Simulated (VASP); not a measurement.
# PBr (P-1) in VASP: further runs

Aim: see how the results for PBr move with the level of theory and the settings. Levels: PBEsol, RPBE, revPBE, BLYP, r2SCAN. Tasks: single point.

Everything below comes from runs of VASP 6.6.1. Logs are shortened: lines on timing, memory, paths and dates and some standing lists are left out, and cuts for length are marked.

### Step 1. The cell of the first run

The typed cell holds 4 atoms: a = 4.939 Å, b = 5.589 Å, c = 6.306 Å, α = 93.19°, β = 96.34°, γ = 111.65°.

### Step 2. Single point, PBEsol

File INCAR:

```
SYSTEM = PBr
ALGO = Normal ; EDIFF = 1E-6
ENCUT = 520 ; GGA = PS
ISIF = 2 ; ISMEAR = -1
LASPH = .True. ; LCHARG = .False.
LREAL = .False. ; LWAVE = .False.
NBANDS = 20 ; NELM = 100
PREC = Accurate ; SIGMA = 0.05
```

File KPOINTS:

```
k-points
0
Gamma
  4 3 3
  0 0 0
```

File POSCAR:

```
PBr
1.0
    4.9385630000      0.0000000000      0.0000000000
   -2.0623900000      5.1944970000      0.0000000000
   -0.6967810000     -0.6537650000      6.2332560000
Br P
2 2
Direct
    0.6657980000      0.8550130000      0.2427560000
    0.3342020000      0.1449870000      0.7572440000
    0.6407200000      0.4997570000      0.6318710000
    0.3592800000      0.5002430000      0.3681290000
```

Potentials or basis: VASP PAW PBE potentials, release 64 (Br, P).

Run with:

```console
$ cat potpaw_PBE.64/Br/POTCAR potpaw_PBE.64/P/POTCAR > POTCAR
$ mpirun -np 1 vasp_std > vasp.out
```

OUTCAR:

```text
SYSTEM = PBr
   EDIFF = 1E-6
   ENCUT = 520
   GGA = PS
   ISIF = 2
   ISMEAR = -1
   LASPH = .True.
   LREAL = .False.
   NELM = 100
   PREC = Accurate

 ion  position               nearest neighbor table
   1  0.666  0.855  0.243-   4 2.25
   2  0.334  0.145  0.757-   3 2.25
   3  0.641  0.500  0.632-   4 2.05   2 2.25
   4  0.359  0.500  0.368-   3 2.05   1 2.25

  LATTYP: Found a triclinic cell.
 ALAT       =    10.6206512695
 B/A-ratio  =     1.2981108736
 C/A-ratio  =     0.5937545491
 COS(alpha) =     0.0054841721
 COS(beta)  =     0.5716244624
 COS(gamma) =     0.8051544706

  Lattice vectors:

 A1 = (  -6.3041720000,   5.8482620000,  -6.2332560000)
 A2 = (  -9.0633430000,  10.3889940000,   0.0000000000)
 A3 = (   0.6967810000,   0.6537650000,  -6.2332560000)

Analysis of symmetry for initial positions (statically):
=====================================================================
 Subroutine PRICEL returns:
 Original cell was already a primitive cell.

 Routine SETGRP: Setting up the symmetry group for a
 triclinic supercell.

 Subroutine GETGRP returns: Found  2 space group operations
 (whereof  2 operations were pure point group operations)
 out of a pool of  2 trial point group operations.

The static configuration has the point symmetry S_2 .

Analysis of symmetry for dynamics (positions and initial velocities):
=====================================================================
 Subroutine PRICEL returns:
 Original cell was already a primitive cell.

 Routine SETGRP: Setting up the symmetry group for a
 triclinic supercell.

 Subroutine GETGRP returns: Found  2 space group operations
 (whereof  2 operations were pure point group operations)
 out of a pool of  2 trial point group operations.

The dynamic configuration has the point symmetry S_2 .

 Subroutine INISYM returns: Found  2 space group operations
 (whereof  2 operations are pure point group operations),
 and found     1 'primitive' translations

----------------------------------------------------------------------------------------

                                     Primitive cell

  volume of cell :     159.9039

  direct lattice vectors                    reciprocal lattice vectors
     4.938563000  0.000000000  0.000000000     0.202488052  0.080394566  0.031067067
    -2.062390000  5.194497000  0.000000000     0.000000000  0.192511421  0.020191250
    -0.696781000 -0.653765000  6.233256000     0.000000000  0.000000000  0.160429798

  length of vectors
     4.938563000  5.588940114  6.306060006     0.220067853  0.193567388  0.160429798

  position of ions in fractional coordinates (direct lattice)
     0.665798000  0.855013000  0.242756000
     0.334202000  0.144987000  0.757244000
     0.640720000  0.499757000  0.631871000
     0.359280000  0.500243000  0.368129000

  ion indices of the primitive-cell ions
   primitive index   ion index
                 1           1
                 2           2
                 3           3
                 4           4

----------------------------------------------------------------------------------------

 KPOINTS: k-points

Automatic generation of k-mesh.
 Grid dimensions read from file:
 generate k-points for:    4    3    3

 Generating k-lattice:

  Cartesian coordinates                     Fractional coordinates (reciprocal lattice)
     0.050622013  0.020098642  0.007766767     0.250000000 -0.000000000  0.000000000
     0.000000000  0.064170474  0.006730417     0.000000000  0.333333333  0.000000000
     0.000000000  0.000000000  0.053476599     0.000000000  0.000000000  0.333333333

  Length of vectors
     0.055016963  0.064522463  0.053476599

  Shift w.r.t. Gamma in fractional coordinates (k-lattice)
     0.000000000  0.000000000  0.000000000

 Subroutine IBZKPT returns following result:
 ===========================================

 Found     19 irreducible k-points:

 Following reciprocal coordinates:
            Coordinates               Weight
  0.000000  0.000000  0.000000      1.000000
  0.250000  0.000000 -0.000000      2.000000
  0.500000  0.000000 -0.000000      1.000000
  0.000000  0.333333 -0.000000      2.000000
  0.250000  0.333333 -0.000000      2.000000
  0.500000  0.333333  0.000000      2.000000
[... 11 lines left out ...]
  0.500000 -0.333333  0.333333      2.000000
 -0.250000 -0.333333  0.333333      2.000000
   k-points           NKPTS =     19   k-points in BZ     NKDIM =     19   number of bands    NBANDS=     20
   number of dos      NEDOS =    301   number of ions     NIONS =      4
   total plane-waves  NPLWV =  80640
   dimension x,y,z NGX =    40 NGY =   42 NGZ =   48
   dimension x,y,z NGXF=    80 NGYF=   84 NGZF=   96
   ions per type =               2   2
   NGX,Y,Z   is equivalent  to a cutoff of  13.47, 12.49, 12.65 a.u.
   NGXF,Y,Z  is equivalent  to a cutoff of  26.93, 24.99, 25.31 a.u.
 SYSTEM =  PBr
   PREC   = accura    normal or accurate (medium, high low for compatibility)
   ISTART =      0    job   : 0-new  1-cont  2-samecut
   ICHARG =      2    charge: 1-file 2-atom 10-const
   ISPIN  =      1    spin polarized calculation?
   LNONCOLLINEAR =      F non collinear calculations
   LSORBIT =      F    spin-orbit coupling
   LASPH  =      T    aspherical Exc in radial PAW
   ENCUT  =  520.0 eV  38.22 Ry    6.18 a.u.   9.18 10.39 11.73*2*pi/ulx,y,z
   NELM   =    100;   NELMIN=  2; NELMDL= -5     # of ELM steps
   EDIFF  = 0.1E-05   stopping-criterion for ELM
   LREAL  =      F    real-space projection
   EDIFFG = 0.1E-04   stopping-criterion for IOM
   NSW    =      0    number of steps for IOM
   IBRION =     -1    ionic relax: 0-MD 1-quasi-New 2-CG
   NFREE  =      0    steps in history (QN), initial steepest desc. (CG)
   ISIF   =      2    stress and relaxation
   ISYM   =      2    0-nonsym 1-usesym 2-fastsym
   POTIM  = 0.5000    time-step for ionic-motion
   TEBEG  =    0.0;   TEEND  =   0.0 temperature during run
   PSTRESS=    0.0 pullay stress
   NELECT =      24.0000    total number of electrons
   NUPDOWN=      -1.0000    fix difference up-down
   EMIN   =  10.00;   EMAX   =-10.00  energy-range for DOS
   EFERMI =   0.00;   METHOD = LEGACY
   ISMEAR =    -1;   SIGMA  =   0.05  broadening in eV -4-tet -1-fermi 0-gaus
   EFERMI_NEDOS =   21; number of points for ismear=-14 and -15
   IALGO  =     38    algorithm
   IMIX   =      4    mixing-type and parameters
     AMIX     =   0.40;   BMIX     =  1.00
     AMIX_MAG =   1.60;   BMIX_MAG =  1.00
  volume/ion in A,a.u.               =      39.98       269.77
  Fermi-wavevector in a.u.,A,eV,Ry     =   0.870013  1.644085 10.298549  0.756922
  Thomas-Fermi vector in A             =   1.988917
   LORBIT       =      0    0 simple, 1 ext, 2 COOP (PROOUT), +10 PAW based schemes
   GGA     = PS    functional components
   LHFCALC =     F    Hartree Fock is set to
   AEXX    =    0.0000 exact exchange contribution
   IVDW    =     0    specifies the selected vdW correction
   LEPSILON=     F    determine dielectric tensor
   LRPA    =     F    only Hartree local field effects (RPA)
 non-spin polarized calculation
  energy-cutoff  :      520.00
  volume of cell :      159.90
 maximum number of plane-waves:      4334
 NGX is ok and might be reduce to    40
   NGX = 19   NGY = 21   NGZ = 23

 number of electron      23.9999999 magnetization

 Free energy of the ion-electron system (eV)
  ---------------------------------------------------
  ext. energy  EPLUGINS =         0.00000000
  ---------------------------------------------------
  free energy    TOTEN  =       -14.90643729 eV

  energy without entropy =      -14.90643725  energy(sigma->0) =      -14.90643727

 E-fermi :  -0.0631     XC(G=0):  -6.8792

 val. band max:       -0.8785258039   @ k =   0.0000   0.3333   0.3333
 cond. band min:       0.7301643021   @ k =   0.0000   0.3333   0.3333
 fundamental gap:      1.6086901060
 Fermi energy:        -0.0631381246

 k-point     1 :       0.0000    0.0000    0.0000
  band No.  band energies     occupation
      1     -15.8224      2.00000
      2     -15.4257      2.00000
      3     -11.6253      2.00000
      4      -7.8994      2.00000
      5      -4.7023      2.00000
      6      -4.6460      2.00000
[... 12 lines left out ...]
     19       6.2695      0.00000
     20       7.5129      0.00000

 k-point     2 :       0.2500    0.0000   -0.0000
  band No.  band energies     occupation
      1     -15.7872      2.00000
      2     -15.4339      2.00000
      3     -11.6367      2.00000
      4      -8.0710      2.00000
      5      -4.7674      2.00000
      6      -4.4356      2.00000
[... 12 lines left out ...]
     19       6.8032      0.00000
     20       7.2215      0.00000

 k-point     3 :       0.5000    0.0000   -0.0000
  band No.  band energies     occupation
      1     -15.7486      2.00000
      2     -15.4453      2.00000
      3     -11.6481      2.00000
      4      -8.2306      2.00000
      5      -4.5765      2.00000
      6      -4.5619      2.00000
[... 12 lines left out ...]
     19       7.3623      0.00000
     20       7.9942      0.00000

 k-point     4 :       0.0000    0.3333   -0.0000
  band No.  band energies     occupation
      1     -15.7348      2.00000
      2     -15.4888      2.00000
      3     -11.6995      2.00000
      4      -8.0750      2.00000
      5      -4.6968      2.00000
      6      -4.4190      2.00000
[... 12 lines left out ...]
     19       6.9077      0.00000
     20       7.0741      0.00000

 k-point     5 :       0.2500    0.3333   -0.0000
  band No.  band energies     occupation
      1     -15.7058      2.00000
      2     -15.4976      2.00000
      3     -11.6902      2.00000
      4      -8.1600      2.00000
      5      -4.6997      2.00000
      6      -4.4721      2.00000
[... 12 lines left out ...]
     19       6.7888      0.00000
     20       7.2431      0.00000

 k-point     6 :       0.5000    0.3333    0.0000
  band No.  band energies     occupation
      1     -15.7327      2.00000
      2     -15.4698      2.00000
      3     -11.6214      2.00000
      4      -8.0565      2.00000
      5      -4.9542      2.00000
      6      -4.6323      2.00000
[... 12 lines left out ...]
     19       7.0595      0.00000
     20       7.7303      0.00000

 k-point     7 :      -0.2500    0.3333   -0.0000
  band No.  band energies     occupation
      1     -15.7582      2.00000
      2     -15.4644      2.00000
      3     -11.6317      2.00000
      4      -7.9615      2.00000
      5      -4.8319      2.00000
      6      -4.7262      2.00000
[... 12 lines left out ...]
     19       7.1202      0.00000
     20       7.2537      0.00000
[... 162 lines left out ...]
 k-point    15 :      -0.2500    0.3333    0.3333
  band No.  band energies     occupation
      1     -15.7518      2.00000
      2     -15.4643      2.00000
      3     -11.6673      2.00000
      4      -7.9158      2.00000
      5      -4.8072      2.00000
      6      -4.6395      2.00000
[... 12 lines left out ...]
     19       6.5236      0.00000
     20       7.1856      0.00000

 k-point    16 :       0.0000   -0.3333    0.3333
  band No.  band energies     occupation
      1     -15.7058      2.00000
      2     -15.5150      2.00000
      3     -11.7203      2.00000
      4      -8.0521      2.00000
      5      -4.7980      2.00000
      6      -4.3774      2.00000
[... 12 lines left out ...]
     19       6.9647      0.00000
     20       7.0167      0.00000

 k-point    17 :       0.2500   -0.3333    0.3333
  band No.  band energies     occupation
      1     -15.7276      2.00000
      2     -15.4939      2.00000
      3     -11.6469      2.00000
      4      -7.9478      2.00000
      5      -4.8965      2.00000
      6      -4.6841      2.00000
[... 12 lines left out ...]
     19       6.9506      0.00000
     20       7.2994      0.00000

 k-point    18 :       0.5000   -0.3333    0.3333
  band No.  band energies     occupation
      1     -15.7113      2.00000
      2     -15.4884      2.00000
      3     -11.6429      2.00000
      4      -8.0142      2.00000
      5      -5.0071      2.00000
      6      -4.5963      2.00000
[... 12 lines left out ...]
     19       6.6950      0.00000
     20       7.6083      0.00000

 k-point    19 :      -0.2500   -0.3333    0.3333
  band No.  band energies     occupation
      1     -15.6880      2.00000
      2     -15.5109      2.00000
      3     -11.7170      2.00000
      4      -8.1110      2.00000
      5      -4.6917      2.00000
      6      -4.5526      2.00000
[... 12 lines left out ...]
     19       6.4874      0.00000
     20       6.8663      0.00000

------------------------ aborting loop because EDIFF is reached ----------------------------------------

  FORCE on cell =-STRESS in cart. coord.  units (eV):
  Direction    XX          YY          ZZ          XY          YZ          ZX
  --------------------------------------------------------------------------------------
  -------------------------------------------------------------------------------------
  Total       -0.5477878     -1.0256054     -0.6937034     -0.2616565      0.3861133      0.1449635
  in kB       -5.4886290    -10.2761826     -6.9506486     -2.6217007      3.8687112      1.4524803
  external PRESSURE =      -7.5718201 kB  Pullay stress =       0.0000000 kB

 VOLUME and BASIS-vectors are now :
 -----------------------------------------------------------------------------
  energy-cutoff  :      520.00
  volume of cell :      159.90
      direct lattice vectors                 reciprocal lattice vectors
     4.938563000  0.000000000  0.000000000     0.202488052  0.080394566  0.031067067
    -2.062390000  5.194497000  0.000000000     0.000000000  0.192511421  0.020191250
    -0.696781000 -0.653765000  6.233256000     0.000000000  0.000000000  0.160429798

 POSITION                                       TOTAL-FORCE (eV/Angst)
 -----------------------------------------------------------------------------------
      1.35557      4.28266      1.51316        -0.059767     -0.232403      0.087293
      0.82382      0.25807      4.72010         0.059767      0.232403     -0.087293
      1.69327      2.18289      3.93861        -0.069897     -0.123899     -0.049266
      0.48613      2.35784      2.29464         0.069897      0.123899      0.049266
 -----------------------------------------------------------------------------------
    total drift:                               -0.000000      0.000000      0.000000

  FREE ENERGIE OF THE ION-ELECTRON SYSTEM (eV)
  ---------------------------------------------------
  free  energy   TOTEN  =       -14.9064372888 eV

  energy  without entropy=      -14.9064372459  energy(sigma->0) =      -14.90643727
```

Run time: 94 s. Hardware: 1 thread of Intel Xeon 8259CL, shared host; peak memory 0.27 GiB.

Results:

* Free energy: -14.9064 eV
* Pressure: -0.8 GPa
* Largest force: 0.255 eV/Å
* Band gap on the k mesh: 1.61 eV, direct

Forces on the atoms (eV/Å):
```
Br  -0.060 -0.232  0.087
Br   0.060  0.232 -0.087
P   -0.070 -0.124 -0.049
P    0.070  0.124  0.049
```

Stress tensor (GPa, compression positive):
```
-0.55 -0.26  0.15
-0.26 -1.03  0.39
 0.15  0.39 -0.70
```

Caveat: the PAW data sets were made with another functional, which shifts forces and pressure a little. A k mesh can miss the band edges.

### Step 3. Single point, RPBE

File INCAR:

```
SYSTEM = PBr
ALGO     = Normal         ! electronic algorithm
EDIFF    = 1E-7           ! SCF threshold, eV
ENCUT    = 520            ! plane-wave cutoff, eV
GGA      = RP             ! functional
ISIF     = 2              ! what is computed and relaxed
ISMEAR   = -1             ! smearing method
LASPH    = .True.         ! aspherical terms in the spheres
LCHARG   = .False.        ! write CHGCAR
LREAL    = .False.        ! projectors in reciprocal space
LWAVE    = .False.        ! write WAVECAR
NBANDS   = 20             ! bands
NELM     = 100            ! most SCF steps
PREC     = Accurate       ! precision mode
SIGMA    = 0.05           ! smearing width, eV
```

KPOINTS is that of step 2.

POSCAR is that of step 2.

Potentials or basis: VASP PAW PBE potentials, release 64 (Br, P).

Run with:

```console
$ cat potpaw_PBE.64/Br/POTCAR potpaw_PBE.64/P/POTCAR > POTCAR
$ mpirun -np 1 vasp_std > vasp.out
```

Wall time 84 s (1 thread of Intel Xeon 8259CL, shared host); peak memory 0.27 GiB.

Results (log left out):

```
Free energy            : -13.3876 eV
Pressure               : 1.0 GPa
Largest force          : 0.100 eV/Å
Band gap on the k mesh : 1.68 eV, direct
```

Forces on the atoms (eV/Å):
```
Br   0.003 -0.066 -0.075
Br  -0.003  0.066  0.075
P    0.021 -0.054  0.029
P   -0.021  0.054 -0.029
```

Stress tensor (GPa, compression positive):
```
 0.80 -0.01  0.10
-0.01  1.12 -0.01
 0.10 -0.01  1.03
```

Levels at points of the mesh, in eV from the valence-band top:
| k point | band 9 | band 10 | band 11 | band 12 | band 13 | band 14 | band 15 | band 16 |
| --- | --- | --- | --- | --- | --- | --- | --- | --- |
| (0.00, 0.00, 0.00) | -2.09 | -1.31 | -1.02 | -0.46 | 2.04 | 3.37 | 4.82 | 5.81 |
| (0.50, 0.00, 0.00) | -2.16 | -1.49 | -0.78 | -0.19 | 2.41 | 2.86 | 3.73 | 4.92 |

Caveat: the PAW data sets were made with another functional, which shifts forces and pressure a little. A k mesh can miss the band edges.

[end of part 1 of 3]
